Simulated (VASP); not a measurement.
# SnO (P4/nmm) in VASP: a series of runs

The runs below take SnO through single point, with PBE+D3(BJ).

Everything below comes from runs of VASP 6.6.1. Logs are shortened: lines on timing, memory, paths and dates and some standing lists are left out, and cuts for length are marked.

## 1. The cell of the first run

It takes space group P4/nmm (No. 129, tetragonal). Conventional cell: a = 3.837 Å, b = 3.837 Å, c = 4.762 Å, α = 90.00°, β = 90.00°, γ = 90.00°. Within 3.0 Å of Sn (site symmetry 4mm) lie 4 O at 2.24 Å. O (site symmetry -4m2) has 4 Sn at 2.24 Å and 4 O at 2.71 Å within 3.0 Å.

## 2. Single point, PBE+D3(BJ)

File INCAR:

```
PREC = Accurate
ENCUT = 910
EDIFF = 1E-6
ISMEAR = 0
SIGMA = 0.15
LREAL = F
LASPH = T
NELM = 120
ALGO = Normal
ISIF = 2
LWAVE = F
LCHARG = T
GGA = PE
IVDW = 12
LELF = T
LVHAR = T
NBANDS = 28
GGA_COMPAT = F
```

File KPOINTS:

```
regular mesh
0
Gamma
  12 12 10
```

File POSCAR:

```
SnO
1.0
    3.8370963224      0.0000000000      0.0000000000
    0.0000000000      3.8370963224      0.0000000000
    0.0000000000      0.0000000000      4.7621285948
Sn O
2 2
Direct
    0.0000000000      0.5000000000      0.2432422113
    0.5000000000      0.0000000000      0.7567577887
    0.0000000000      0.0000000000      0.0000000000
    0.5000000000      0.5000000000      0.0000000000
```

Potentials or basis: VASP PAW PBE potentials, release 64 (Sn_d, O_h).

The run is started by

```console
> cat potpaw_PBE.64/Sn_d/POTCAR potpaw_PBE.64/O_h/POTCAR > POTCAR
> mpirun -np 1 vasp_std > vasp.out
```

OUTCAR:

```text
PREC = Accurate
   ENCUT = 910
   EDIFF = 1E-6
   ISMEAR = 0
   LREAL = F
   LASPH = T
   NELM = 120
   ISIF = 2
   GGA = PE
   IVDW = 12
 IVDW          = 12

 ion  position               nearest neighbor table
   1  0.000  0.500  0.243-   3 2.24   4 2.24   3 2.24   4 2.24   2 3.57   2 3.57   2 3.57   2 3.57
                             2 3.65   2 3.65   2 3.65   2 3.65
   2  0.500  0.000  0.757-   3 2.24   4 2.24   4 2.24   3 2.24   1 3.57   1 3.57   1 3.57   1 3.57
                             1 3.65   1 3.65   1 3.65   1 3.65
   3  0.000  0.000  0.000-   1 2.24   2 2.24   1 2.24   2 2.24
   4  0.500  0.500  0.000-   1 2.24   2 2.24   2 2.24   1 2.24

  LATTYP: Found a simple tetragonal cell.
 ALAT       =     3.8370963224
 C/A-ratio  =     1.2410761145

  Lattice vectors:

 A1 = (   3.8370963224,   0.0000000000,   0.0000000000)
 A2 = (   0.0000000000,   3.8370963224,   0.0000000000)
 A3 = (   0.0000000000,   0.0000000000,   4.7621285948)

Analysis of symmetry for initial positions (statically):
=====================================================================
 Subroutine PRICEL returns:
 Original cell was already a primitive cell.

 Routine SETGRP: Setting up the symmetry group for a
 simple tetragonal supercell.

 Subroutine GETGRP returns: Found 16 space group operations
 (whereof  8 operations were pure point group operations)
 out of a pool of 16 trial point group operations.

The static configuration has the point symmetry D_2d.
 The point group associated with its full space group is D_4h.

Analysis of symmetry for dynamics (positions and initial velocities):
=====================================================================
 Subroutine PRICEL returns:
 Original cell was already a primitive cell.

 Routine SETGRP: Setting up the symmetry group for a
 simple tetragonal supercell.

 Subroutine GETGRP returns: Found 16 space group operations
 (whereof  8 operations were pure point group operations)
 out of a pool of 16 trial point group operations.

The dynamic configuration has the point symmetry D_2d.
 The point group associated with its full space group is D_4h.

 Subroutine INISYM returns: Found 16 space group operations
 (whereof  8 operations are pure point group operations),
 and found     1 'primitive' translations

----------------------------------------------------------------------------------------

                                     Primitive cell

  volume of cell :      70.1143

  direct lattice vectors                    reciprocal lattice vectors
     3.837096322  0.000000000  0.000000000     0.260613734  0.000000000  0.000000000
     0.000000000  3.837096322  0.000000000     0.000000000  0.260613734  0.000000000
     0.000000000  0.000000000  4.762128595     0.000000000  0.000000000  0.209990129

  length of vectors
     3.837096322  3.837096322  4.762128595     0.260613734  0.260613734  0.209990129

  position of ions in fractional coordinates (direct lattice)
     0.000000000  0.500000000  0.243242211
     0.500000000  0.000000000  0.756757789
     0.000000000  0.000000000  0.000000000
     0.500000000  0.500000000  0.000000000

  ion indices of the primitive-cell ions
   primitive index   ion index
                 1           1
                 2           2
                 3           3
                 4           4

----------------------------------------------------------------------------------------

 KPOINTS: regular mesh

Automatic generation of k-mesh.
 Grid dimensions read from file:
 generate k-points for:   12   12   10

 Generating k-lattice:

  Cartesian coordinates                     Fractional coordinates (reciprocal lattice)
     0.021717811  0.000000000  0.000000000     0.083333333  0.000000000  0.000000000
     0.000000000  0.021717811  0.000000000     0.000000000  0.083333333  0.000000000
     0.000000000  0.000000000  0.020999013     0.000000000  0.000000000  0.100000000

  Length of vectors
     0.021717811  0.021717811  0.020999013

  Shift w.r.t. Gamma in fractional coordinates (k-lattice)
     0.000000000  0.000000000  0.000000000

 Subroutine IBZKPT returns following result:
 ===========================================

 Found    168 irreducible k-points:

 Following reciprocal coordinates:
            Coordinates               Weight
  0.000000  0.000000  0.000000      1.000000
  0.083333  0.000000  0.000000      4.000000
  0.166667  0.000000  0.000000      4.000000
  0.250000  0.000000  0.000000      4.000000
  0.333333  0.000000  0.000000      4.000000
  0.416667  0.000000  0.000000      4.000000
[... 16 lines left out ...]
  0.333333  0.333333  0.000000      4.000000
  0.416667  0.333333  0.000000      8.000000
 [... further k-points ...]
   k-points           NKPTS =    168   k-points in BZ     NKDIM =    168   number of bands    NBANDS=     28
   number of dos      NEDOS =    301   number of ions     NIONS =      4
   total plane-waves  NPLWV =  76800
   dimension x,y,z NGX =    40 NGY =   40 NGZ =   48
   dimension x,y,z NGXF=    80 NGYF=   80 NGZF=   96
   ions per type =               2   2
   NGX,Y,Z   is equivalent  to a cutoff of  17.33, 17.33, 16.76 a.u.
   NGXF,Y,Z  is equivalent  to a cutoff of  34.66, 34.66, 33.51 a.u.
 SYSTEM =  unknown system
   PREC   = accura    normal or accurate (medium, high low for compatibility)
   ISTART =      0    job   : 0-new  1-cont  2-samecut
   ICHARG =      2    charge: 1-file 2-atom 10-const
   ISPIN  =      1    spin polarized calculation?
   LNONCOLLINEAR =      F non collinear calculations
   LSORBIT =      F    spin-orbit coupling
   LASPH  =      T    aspherical Exc in radial PAW
   ENCUT  =  910.0 eV  66.88 Ry    8.18 a.u.   9.44  9.44 11.71*2*pi/ulx,y,z
   NELM   =    120;   NELMIN=  2; NELMDL= -5     # of ELM steps
   EDIFF  = 0.1E-05   stopping-criterion for ELM
   LREAL  =      F    real-space projection
   EDIFFG = 0.1E-04   stopping-criterion for IOM
   NSW    =      0    number of steps for IOM
   IBRION =     -1    ionic relax: 0-MD 1-quasi-New 2-CG
   NFREE  =      0    steps in history (QN), initial steepest desc. (CG)
   ISIF   =      2    stress and relaxation
   ISYM   =      2    0-nonsym 1-usesym 2-fastsym
   POTIM  = 0.5000    time-step for ionic-motion
   TEBEG  =    0.0;   TEEND  =   0.0 temperature during run
   PSTRESS=    0.0 pullay stress
   NELECT =      40.0000    total number of electrons
   NUPDOWN=      -1.0000    fix difference up-down
   EMIN   =  10.00;   EMAX   =-10.00  energy-range for DOS
   EFERMI =   0.00;   METHOD = LEGACY
   ISMEAR =     0;   SIGMA  =   0.15  broadening in eV -4-tet -1-fermi 0-gaus
   EFERMI_NEDOS =   21; number of points for ismear=-14 and -15
   IALGO  =     38    algorithm
   IMIX   =      4    mixing-type and parameters
     AMIX     =   0.40;   BMIX     =  1.00
     AMIX_MAG =   1.60;   BMIX_MAG =  1.00
  volume/ion in A,a.u.               =      17.53       118.29
  Fermi-wavevector in a.u.,A,eV,Ry     =   1.357769  2.565812 25.082850  1.843537
  Thomas-Fermi vector in A             =   2.484660
   LORBIT       =      0    0 simple, 1 ext, 2 COOP (PROOUT), +10 PAW based schemes
   GGA     = PE    functional components
   LHFCALC =     F    Hartree Fock is set to
   AEXX    =    0.0000 exact exchange contribution
   IVDW    =    12    specifies the selected vdW correction
   LEPSILON=     F    determine dielectric tensor
   LRPA    =     F    only Hartree local field effects (RPA)
 non-spin polarized calculation
 Gauss-broadening in eV      SIGMA  =   0.15
  energy-cutoff  :      910.00
  volume of cell :       70.11
 maximum number of plane-waves:      4416
 NGX is ok and might be reduce to    40
   NGX = 19   NGY = 19   NGZ = 23

 number of electron      39.9999999 magnetization

 Free energy of the ion-electron system (eV)
  ---------------------------------------------------
  ext. energy  EPLUGINS =         0.00000000
  ---------------------------------------------------
  free energy    TOTEN  =       -22.70432029 eV

  energy without entropy =      -22.70315660  energy(sigma->0) =      -22.70373844

 E-fermi :   7.4100     XC(G=0): -10.2755

 val. band max:        7.3130728795   @ k =   0.5000   0.5000   0.0000
 cond. band min:       7.4743471509   @ k =   0.5000   0.5000   0.1000
 fundamental gap:      0.1612742714
 Fermi energy:         7.4100255335

 k-point     1 :       0.0000    0.0000    0.0000
  band No.  band energies     occupation
      1     -14.6200      2.00000
      2     -14.2274      2.00000
      3     -14.2274      2.00000
      4     -14.2182      2.00000
      5     -14.1879      2.00000
      6     -14.1795      2.00000
[... 20 lines left out ...]
     27      13.9851      0.00000
     28      14.3955      0.00000

 k-point     2 :       0.0833    0.0000    0.0000
  band No.  band energies     occupation
      1     -14.6159      2.00000
      2     -14.2262      2.00000
      3     -14.2256      2.00000
      4     -14.2170      2.00000
      5     -14.1882      2.00000
      6     -14.1771      2.00000
[... 20 lines left out ...]
     27      14.1031      0.00000
     28      14.9493      0.00000

 k-point     3 :       0.1667    0.0000    0.0000
  band No.  band energies     occupation
      1     -14.6044      2.00000
      2     -14.2287      2.00000
      3     -14.2224      2.00000
      4     -14.2202      2.00000
      5     -14.1888      2.00000
      6     -14.1845      2.00000
[... 20 lines left out ...]
     27      14.2358      0.00000
     28      16.1862      0.00000

 k-point     4 :       0.2500    0.0000    0.0000
  band No.  band energies     occupation
      1     -14.5862      2.00000
      2     -14.2917      2.00000
      3     -14.2159      2.00000
      4     -14.2120      2.00000
      5     -14.1894      2.00000
      6     -14.1881      2.00000
[... 578 lines left out ...]
     27      15.2218      0.00000
     28      15.2218      0.00000

 k-point    23 :       0.3333    0.3333    0.0000
  band No.  band energies     occupation
      1     -14.5630      2.00000
      2     -14.4825      2.00000
      3     -14.2006      2.00000
      4     -14.1978      2.00000
      5     -14.1917      2.00000
      6     -14.1773      2.00000
[... 20 lines left out ...]
     27      14.5207      0.00000
     28      15.6212      0.00000

 k-point    24 :       0.4167    0.3333    0.0000
  band No.  band energies     occupation
      1     -14.5572      2.00000
      2     -14.5175      2.00000
      3     -14.1999      2.00000
      4     -14.1966      2.00000
      5     -14.1874      2.00000
      6     -14.1740      2.00000
[... 20 lines left out ...]
     27      14.8512      0.00000
     28      15.2690      0.00000

 [... further k-points ...]

------------------------ aborting loop because EDIFF is reached ----------------------------------------

 Edisp (eV)   -0.93872

 E8    (eV) :    -0.4073

  FORCE on cell =-STRESS in cart. coord.  units (eV):
  Direction    XX          YY          ZZ          XY          YZ          ZX
  --------------------------------------------------------------------------------------
  -------------------------------------------------------------------------------------
  Total       0.01816     0.01816     0.03451     0.00000    -0.00000     0.00000
  in kB       0.41499     0.41499     0.78859     0.00000    -0.00000     0.00000
  external pressure =        0.54 kB  Pullay stress =        0.00 kB

 VOLUME and BASIS-vectors are now :
 -----------------------------------------------------------------------------
  energy-cutoff  :      910.00
  volume of cell :       70.11
      direct lattice vectors                 reciprocal lattice vectors
     3.837096322  0.000000000  0.000000000     0.260613734  0.000000000  0.000000000
     0.000000000  3.837096322  0.000000000     0.000000000  0.260613734  0.000000000
     0.000000000  0.000000000  4.762128595     0.000000000  0.000000000  0.209990129

 POSITION                                       TOTAL-FORCE (eV/Angst)
 -----------------------------------------------------------------------------------
      0.00000      1.91855      1.15835        -0.000000     -0.000000      0.078250
      1.91855      0.00000      3.60378         0.000000     -0.000000     -0.078250
      0.00000      0.00000      0.00000        -0.000000      0.000000      0.000000
      1.91855      1.91855      0.00000         0.000000     -0.000000      0.000000
 -----------------------------------------------------------------------------------
    total drift:                               -0.000000      0.000000     -0.000000

  FREE ENERGIE OF THE ION-ELECTRON SYSTEM (eV)
  ---------------------------------------------------
  free  energy   TOTEN  =       -23.6430418839 eV

  energy  without entropy=      -23.6418781964  energy(sigma->0) =      -23.64246004
```

It took 7.5 min on 1 thread of AMD EPYC 9R45 (Zen 5), shared host; peak memory 0.69 GiB.

What came out:

```
Free energy                : -23.6430 eV
Pressure                   : 0.1 GPa
Largest force              : 0.078 eV/Å
Dispersion energy per atom : -0.235 eV
```

Forces in eV/Å, atoms in the order of the input:
```
Sn   0.000  0.000  0.078
Sn   0.000  0.000 -0.078
O    0.000  0.000  0.000
O    0.000  0.000  0.000
```

Levels at points of the mesh, in eV from the Fermi level:
```csv
k point,band 16,band 17,band 18,band 19,band 20,band 21,band 22,band 23,band 24,band 25
"(0.00, 0.00, 0.00)",-6.20,-3.45,-3.16,-3.16,-0.11,2.05,4.43,4.43,4.57,5.76
"(0.50, 0.00, 0.00)",-4.92,-4.80,-4.80,-2.77,-2.77,3.18,3.18,5.70,5.70,6.02
"(0.50, 0.50, 0.00)",-5.03,-2.51,-2.51,-1.96,-1.96,-0.10,-0.10,4.45,4.45,7.34
"(0.00, 0.00, 0.50)",-3.53,-3.17,-3.17,-3.11,-2.18,1.61,2.73,2.73,3.46,8.02
"(0.50, 0.00, 0.50)",-5.44,-4.75,-4.75,-1.77,-1.77,2.59,2.59,5.18,5.18,6.64
"(0.50, 0.50, 0.50)",-5.56,-2.83,-2.83,-2.51,-2.51,2.24,2.24,4.12,4.12,5.50
```

Caveat: the cutoff is under 1.25 times the usual one of these potentials, so pressure, stress and relaxed cells hold a basis-set (Pulay) error; spin-orbit coupling is left out, which moves the levels of the heavy elements.

(Part 1 of 2 ends here.)
